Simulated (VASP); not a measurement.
# NbPdSe4 (P6/mmm) in VASP: further runs

NbPdSe4 is run at these levels: PBE; tasks: single point, relaxation of cell and atoms.

All numbers are computed with VASP 6.6.1; they aren't measurements. Logs are shortened: lines on timing, memory, paths and dates and some standing lists are left out, and cuts for length are marked.

## (1) The cell of the first run

The structure is hexagonal, space group P6/mmm (No. 191). The conventional cell has a = 4.813 Å, b = 4.813 Å, c = 5.673 Å, α = 90.00°, β = 90.00°, γ = 120.00°. Within 3.7 Å of Nb (site symmetry 6/mmm) lie 2 Pd at 2.84 Å and 12 Se at 3.07 Å. Pd (site symmetry 6/mmm) has 2 Nb at 2.84 Å and 12 Se at 3.17 Å within 3.7 Å. Within 3.4 Å of Se (site symmetry 3m) lie 5 Se at 2.61 to 3.07 Å and 3 Nb at 3.07 Å and 3 Pd at 3.17 Å.

## (2) Single point, PBE

File INCAR:

```
PREC = Accurate
ENCUT = 520
EDIFF = 1E-6
ISMEAR = 0
SIGMA = 0.1
LREAL = False
LASPH = True
NELM = 60
ALGO = Normal
ISIF = 2
LWAVE = False
LCHARG = True
GGA = PE
LELF = True
LVHAR = True
NBANDS = 32
```

File KPOINTS:

```
regular mesh
0
Gamma
  6 6 2
```

File POSCAR:

```
NbPdSe4
1.0
    4.8129177890      0.0000000000      0.0000000000
   -2.4064588945      4.1681090716      0.0000000000
    0.0000000000      0.0000000000      5.6734955250
Nb Pd Se
1 1 4
Direct
    0.0000000000      0.0000000000      0.0000000000
    0.0000000000      0.0000000000      0.5000000000
    0.3333333333      0.6666666667      0.7702043638
    0.3333333333      0.6666666667      0.2297956362
    0.6666666667      0.3333333333      0.7702043638
    0.6666666667      0.3333333333      0.2297956362
```

Potentials or basis: VASP PAW PBE potentials, release 64 (Nb_sv, Pd, Se).

The run is started by

```sh
$ cat potpaw_PBE.64/Nb_sv/POTCAR potpaw_PBE.64/Pd/POTCAR potpaw_PBE.64/Se/POTCAR > POTCAR
$ mpirun -np 1 vasp_std > vasp.out
```

OUTCAR:

```text
PREC = Accurate
   ENCUT = 520
   EDIFF = 1E-6
   ISMEAR = 0
   LREAL = False
   LASPH = True
   NELM = 60
   ISIF = 2
   GGA = PE

 ion  position               nearest neighbor table
   1  0.000  0.000  0.000-   2 2.84   2 2.84
   2  0.000  0.000  0.500-   1 2.84   1 2.84
   3  0.333  0.667  0.770-   4 2.61   5 2.78   5 2.78   5 2.78
   4  0.333  0.667  0.230-   3 2.61   6 2.78   6 2.78   6 2.78
   5  0.667  0.333  0.770-   6 2.61   3 2.78   3 2.78   3 2.78
   6  0.667  0.333  0.230-   5 2.61   4 2.78   4 2.78   4 2.78

  LATTYP: Found a hexagonal cell.
 ALAT       =     4.8129177890
 C/A-ratio  =     1.1788058250

  Lattice vectors:

 A1 = (   4.8129177890,   0.0000000000,   0.0000000000)
 A2 = (  -2.4064588945,   4.1681090716,   0.0000000000)
 A3 = (   0.0000000000,   0.0000000000,   5.6734955250)

Analysis of symmetry for initial positions (statically):
=====================================================================
 Subroutine PRICEL returns:
 Original cell was already a primitive cell.

 Routine SETGRP: Setting up the symmetry group for a
 hexagonal supercell.

 Subroutine GETGRP returns: Found 24 space group operations
 (whereof 24 operations were pure point group operations)
 out of a pool of 24 trial point group operations.

The static configuration has the point symmetry D_6h.

Analysis of symmetry for dynamics (positions and initial velocities):
=====================================================================
 Subroutine PRICEL returns:
 Original cell was already a primitive cell.

 Routine SETGRP: Setting up the symmetry group for a
 hexagonal supercell.

 Subroutine GETGRP returns: Found 24 space group operations
 (whereof 24 operations were pure point group operations)
 out of a pool of 24 trial point group operations.

The dynamic configuration has the point symmetry D_6h.

 Subroutine INISYM returns: Found 24 space group operations
 (whereof 24 operations are pure point group operations),
 and found     1 'primitive' translations

----------------------------------------------------------------------------------------

                                     Primitive cell

  volume of cell :     113.8147

  direct lattice vectors                    reciprocal lattice vectors
     4.812917789  0.000000000  0.000000000     0.207774170  0.119958473  0.000000000
    -2.406458895  4.168109072  0.000000000     0.000000000  0.239916946  0.000000000
     0.000000000  0.000000000  5.673495525     0.000000000  0.000000000  0.176258181

  length of vectors
     4.812917789  4.812917789  5.673495525     0.239916946  0.239916946  0.176258181

  position of ions in fractional coordinates (direct lattice)
     0.000000000  0.000000000  0.000000000
     0.000000000  0.000000000  0.500000000
     0.333333333  0.666666667  0.770204364
     0.333333333  0.666666667  0.229795636
     0.666666667  0.333333333  0.770204364
     0.666666667  0.333333333  0.229795636

  ion indices of the primitive-cell ions
   primitive index   ion index
                 1           1
                 2           2
                 3           3
                 4           4
                 5           5
                 6           6

----------------------------------------------------------------------------------------

 KPOINTS: regular mesh

Automatic generation of k-mesh.
 Grid dimensions read from file:
 generate k-points for:    6    6    2

 Generating k-lattice:

  Cartesian coordinates                     Fractional coordinates (reciprocal lattice)
     0.034629028  0.019993079  0.000000000     0.166666667  0.000000000  0.000000000
     0.000000000  0.039986158  0.000000000     0.000000000  0.166666667  0.000000000
     0.000000000  0.000000000  0.088129090     0.000000000  0.000000000  0.500000000

  Length of vectors
     0.039986158  0.039986158  0.088129090

  Shift w.r.t. Gamma in fractional coordinates (k-lattice)
     0.000000000  0.000000000  0.000000000

 Subroutine IBZKPT returns following result:
 ===========================================

 Found     14 irreducible k-points:

 Following reciprocal coordinates:
            Coordinates               Weight
  0.000000  0.000000  0.000000      1.000000
  0.166667 -0.000000  0.000000      6.000000
  0.333333  0.000000  0.000000      6.000000
  0.500000  0.000000  0.000000      3.000000
  0.166667  0.166667  0.000000      6.000000
  0.333333  0.166667  0.000000     12.000000
  0.333333  0.333333  0.000000      2.000000
  0.000000  0.000000  0.500000      1.000000
  0.166667 -0.000000  0.500000      6.000000
  0.333333  0.000000  0.500000      6.000000
  0.500000  0.000000  0.500000      3.000000
  0.166667  0.166667  0.500000      6.000000
  0.333333  0.166667  0.500000     12.000000
  0.333333  0.333333  0.500000      2.000000
   k-points           NKPTS =     14   k-points in BZ     NKDIM =     14   number of bands    NBANDS=     32
   number of dos      NEDOS =    301   number of ions     NIONS =      6
   total plane-waves  NPLWV =  54432
   dimension x,y,z NGX =    36 NGY =   36 NGZ =   42
   dimension x,y,z NGXF=    72 NGYF=   72 NGZF=   84
   ions per type =               1   1   4
   NGX,Y,Z   is equivalent  to a cutoff of  12.43, 12.43, 12.31 a.u.
   NGXF,Y,Z  is equivalent  to a cutoff of  24.87, 24.87, 24.61 a.u.
 SYSTEM =  unknown system
   PREC   = accura    normal or accurate (medium, high low for compatibility)
   ISTART =      0    job   : 0-new  1-cont  2-samecut
   ICHARG =      2    charge: 1-file 2-atom 10-const
   ISPIN  =      1    spin polarized calculation?
   LNONCOLLINEAR =      F non collinear calculations
   LSORBIT =      F    spin-orbit coupling
   LASPH  =      T    aspherical Exc in radial PAW
   ENCUT  =  520.0 eV  38.22 Ry    6.18 a.u.   8.95  8.95 10.55*2*pi/ulx,y,z
   NELM   =     60;   NELMIN=  2; NELMDL= -5     # of ELM steps
   EDIFF  = 0.1E-05   stopping-criterion for ELM
   LREAL  =      F    real-space projection
   EDIFFG = 0.1E-04   stopping-criterion for IOM
   NSW    =      0    number of steps for IOM
   IBRION =     -1    ionic relax: 0-MD 1-quasi-New 2-CG
   NFREE  =      0    steps in history (QN), initial steepest desc. (CG)
   ISIF   =      2    stress and relaxation
   ISYM   =      2    0-nonsym 1-usesym 2-fastsym
   POTIM  = 0.5000    time-step for ionic-motion
   TEBEG  =    0.0;   TEEND  =   0.0 temperature during run
   PSTRESS=    0.0 pullay stress
   NELECT =      47.0000    total number of electrons
   NUPDOWN=      -1.0000    fix difference up-down
   EMIN   =  10.00;   EMAX   =-10.00  energy-range for DOS
   EFERMI =   0.00;   METHOD = LEGACY
   ISMEAR =     0;   SIGMA  =   0.10  broadening in eV -4-tet -1-fermi 0-gaus
   EFERMI_NEDOS =   21; number of points for ismear=-14 and -15
   IALGO  =     38    algorithm
   IMIX   =      4    mixing-type and parameters
     AMIX     =   0.40;   BMIX     =  1.00
     AMIX_MAG =   1.60;   BMIX_MAG =  1.00
  volume/ion in A,a.u.               =      18.97       128.01
  Fermi-wavevector in a.u.,A,eV,Ry     =   1.219106  2.303776 20.221234  1.486219
  Thomas-Fermi vector in A             =   2.354369
   LORBIT       =      0    0 simple, 1 ext, 2 COOP (PROOUT), +10 PAW based schemes
   GGA     = PE    functional components
   LHFCALC =     F    Hartree Fock is set to
   AEXX    =    0.0000 exact exchange contribution
   IVDW    =     0    specifies the selected vdW correction
   LEPSILON=     F    determine dielectric tensor
   LRPA    =     F    only Hartree local field effects (RPA)
 non-spin polarized calculation
 Gauss-broadening in eV      SIGMA  =   0.10
  energy-cutoff  :      520.00
  volume of cell :      113.81
 maximum number of plane-waves:      3093
 NGX is ok and might be reduce to    36
   NGX = 17   NGY = 17   NGZ = 21

 number of electron      47.0000006 magnetization

 Free energy of the ion-electron system (eV)
  ---------------------------------------------------
  ext. energy  EPLUGINS =         0.00000000
  ---------------------------------------------------
  free energy    TOTEN  =       -27.69719507 eV

  energy without entropy =      -27.67801150  energy(sigma->0) =      -27.68760329

 E-fermi :   7.5461     XC(G=0): -11.2168

 val. band max:        7.5284848847   @ k =   0.1667  -0.0000   0.0000
 cond. band min:       7.6195430587   @ k =   0.3333   0.0000   0.0000
 fundamental gap:      0.0910581739
 Fermi energy:         7.5461059864

 k-point     1 :       0.0000    0.0000    0.0000
  band No.  band energies     occupation
      1     -48.2616      2.00000
      2     -24.3623      2.00000
      3     -24.3623      2.00000
      4     -24.1087      2.00000
      5      -8.8356      2.00000
      6      -6.3928      2.00000
[... 24 lines left out ...]
     31      11.3490      0.00000
     32      12.1503      0.00000

 k-point     2 :       0.1667   -0.0000    0.0000
  band No.  band energies     occupation
      1     -48.2616      2.00000
      2     -24.3645      2.00000
      3     -24.3627      2.00000
      4     -24.1083      2.00000
      5      -8.6667      2.00000
      6      -6.2639      2.00000
[... 24 lines left out ...]
     31      11.1641      0.00000
     32      12.3092      0.00000

 k-point     3 :       0.3333    0.0000    0.0000
  band No.  band energies     occupation
      1     -48.2615      2.00000
      2     -24.3691      2.00000
      3     -24.3636      2.00000
      4     -24.1075      2.00000
      5      -8.2112      2.00000
      6      -6.3290      2.00000
[... 24 lines left out ...]
     31      11.0904      0.00000
     32      11.6545      0.00000

 k-point     4 :       0.5000    0.0000    0.0000
  band No.  band energies     occupation
      1     -48.2615      2.00000
      2     -24.3713      2.00000
      3     -24.3641      2.00000
      4     -24.1071      2.00000
      5      -7.8025      2.00000
      6      -6.8647      2.00000
[... 24 lines left out ...]
     31      10.5842      0.00000
     32      11.1232      0.00000

 k-point     5 :       0.1667    0.1667    0.0000
  band No.  band energies     occupation
      1     -48.2615      2.00000
      2     -24.3675      2.00000
      3     -24.3639      2.00000
      4     -24.1077      2.00000
      5      -8.3515      2.00000
      6      -6.1117      2.00000
[... 234 lines left out ...]
     31      10.6010      0.00000
     32      11.6667      0.00000

 k-point    12 :       0.1667    0.1667    0.5000
  band No.  band energies     occupation
      1     -48.2613      2.00000
      2     -24.3676      2.00000
      3     -24.3640      2.00000
      4     -24.1136      2.00000
      5      -7.9302      2.00000
      6      -6.8356      2.00000
[... 24 lines left out ...]
     31      11.4575      0.00000
     32      12.3836      0.00000

 k-point    13 :       0.3333    0.1667    0.5000
  band No.  band energies     occupation
      1     -48.2613      2.00000
      2     -24.3702      2.00000
      3     -24.3654      2.00000
      4     -24.1130      2.00000
      5      -7.4271      2.00000
      6      -6.4042      2.00000
[... 24 lines left out ...]
     31      10.1905      0.00000
     32      10.9501      0.00000

 k-point    14 :       0.3333    0.3333    0.5000
  band No.  band energies     occupation
      1     -48.2612      2.00000
      2     -24.3685      2.00000
      3     -24.3685      2.00000
      4     -24.1128      2.00000
      5      -6.9338      2.00000
      6      -6.9338      2.00000
[... 24 lines left out ...]
     31       9.8227      0.00000
     32       9.9215      0.00000

------------------------ aborting loop because EDIFF is reached ----------------------------------------

  FORCE on cell =-STRESS in cart. coord.  units (eV):
  Direction    XX          YY          ZZ          XY          YZ          ZX
  --------------------------------------------------------------------------------------
  -------------------------------------------------------------------------------------
  Total        0.2281733      0.2281733      0.0013567      0.0000000      0.0000000      0.0000000
  in kB        3.2120127      3.2120127      0.0190990      0.0000000      0.0000000      0.0000000
  external PRESSURE =       2.1477081 kB  Pullay stress =       0.0000000 kB

 VOLUME and BASIS-vectors are now :
 -----------------------------------------------------------------------------
  energy-cutoff  :      520.00
  volume of cell :      113.81
      direct lattice vectors                 reciprocal lattice vectors
     4.812917789  0.000000000  0.000000000     0.207774170  0.119958473  0.000000000
    -2.406458895  4.168109072  0.000000000     0.000000000  0.239916946  0.000000000
     0.000000000  0.000000000  5.673495525     0.000000000  0.000000000  0.176258181

 POSITION                                       TOTAL-FORCE (eV/Angst)
 -----------------------------------------------------------------------------------
      0.00000      0.00000      0.00000         0.000000      0.000000      0.000000
      0.00000      0.00000      2.83675         0.000000      0.000000      0.000000
     -0.00000      2.77874      4.36975         0.000000     -0.000000     -0.003057
     -0.00000      2.77874      1.30374         0.000000     -0.000000      0.003057
      2.40646      1.38937      4.36975        -0.000000     -0.000000     -0.003057
      2.40646      1.38937      1.30374        -0.000000      0.000000      0.003057
 -----------------------------------------------------------------------------------
    total drift:                                0.000000     -0.000000      0.000000

  FREE ENERGIE OF THE ION-ELECTRON SYSTEM (eV)
  ---------------------------------------------------
  free  energy   TOTEN  =       -27.6971950734 eV

  energy  without entropy=      -27.6780114995  energy(sigma->0) =      -27.68760329
```

Wall time 24 s (1 thread of Intel Xeon 6975P-C (Granite Rapids), shared host); peak memory 0.24 GiB.

What came out:

| Item | Value |
| --- | --- |
| Free energy | -27.6972 eV |
| Pressure | 0.2 GPa |
| Largest force | 0.003 eV/Å |

Forces in eV/Å, atoms in the order of the input:
```
Nb   0.000  0.000  0.000
Pd   0.000  0.000  0.000
Se   0.000  0.000 -0.003
Se   0.000  0.000  0.003
Se   0.000  0.000 -0.003
Se   0.000  0.000  0.003
```

Caveat: the k points lie up to 0.55 Å⁻¹ apart.

## (3) Single point, PBE

This run uses another cell than the first one, of 19.91 Å³/atom, 1.049 times its volume.

File INCAR:

```
PREC = Accurate
ENCUT = 520
EDIFF = 1E-6
ISMEAR = 0
SIGMA = 0.1
LREAL = F
LASPH = T
NELM = 60
ALGO = Normal
ISIF = 2
LWAVE = F
LCHARG = F
GGA = PE
NBANDS = 32
```

KPOINTS is that of step 2.

File POSCAR:

```
NbPdSe4
1.0
    4.0482429200      0.0000000000      0.0000000000
   -2.0241214600      3.5058812100      0.0000000000
    0.0000000000      0.0000000000      8.4154897000
Nb Pd Se
1 1 4
Direct
    0.0000000000      0.0000000000      0.0000000000
    0.0000000000      0.0000000000      0.5000000000
    0.3333333300      0.6666666700      0.7432699200
    0.3333333300      0.6666666700      0.2567300800
    0.6666666700      0.3333333300      0.7432699200
    0.6666666700      0.3333333300      0.2567300800
```

Potentials or basis: VASP PAW PBE potentials, release 64 (Nb_sv, Pd, Se).

The run is started by

```sh
$ cat potpaw_PBE.64/Nb_sv/POTCAR potpaw_PBE.64/Pd/POTCAR potpaw_PBE.64/Se/POTCAR > POTCAR
$ mpirun -np 1 vasp_std > vasp.out
```

Run time: 32 s. Hardware: 1 thread of Intel Xeon 6975P-C (Granite Rapids), shared host; peak memory 0.26 GiB.

The run converged. Its results:

| Quantity | Value |
| --- | --- |
| Free energy | -21.6169 eV |
| Pressure | 14.2 GPa |
| Largest force | 0.685 eV/Å |

Forces in eV/Å, atoms in the order of the input:
```
Nb   0.000  0.000  0.000
Pd   0.000  0.000  0.000
Se   0.000  0.000  0.685
Se   0.000  0.000 -0.685
Se   0.000  0.000  0.685
Se   0.000  0.000 -0.685
```

Stress tensor (GPa, compression positive):
```
 26.83   0.00   0.00
  0.00  26.83   0.00
  0.00   0.00 -11.06
```

Levels at points of the mesh, in eV from the Fermi level:
```csv
k point,band 21,band 22,band 23,band 24,band 25,band 26,band 27,band 28
"(0.00, 0.00, 0.00)",-1.33,-1.23,-1.09,-1.09,-0.36,-0.36,-0.27,0.06
"(0.50, 0.00, 0.00)",-1.17,-0.16,0.19,0.42,0.85,1.46,1.91,2.71
"(0.00, 0.00, 0.50)",-1.74,-1.16,-0.46,-0.46,0.09,0.09,0.18,0.19
"(0.50, 0.00, 0.50)",-0.88,-0.03,0.23,0.41,0.71,0.97,2.60,2.61
```

Caveat: the k points lie up to 0.37 Å⁻¹ apart.

[end of part 1 of 2]
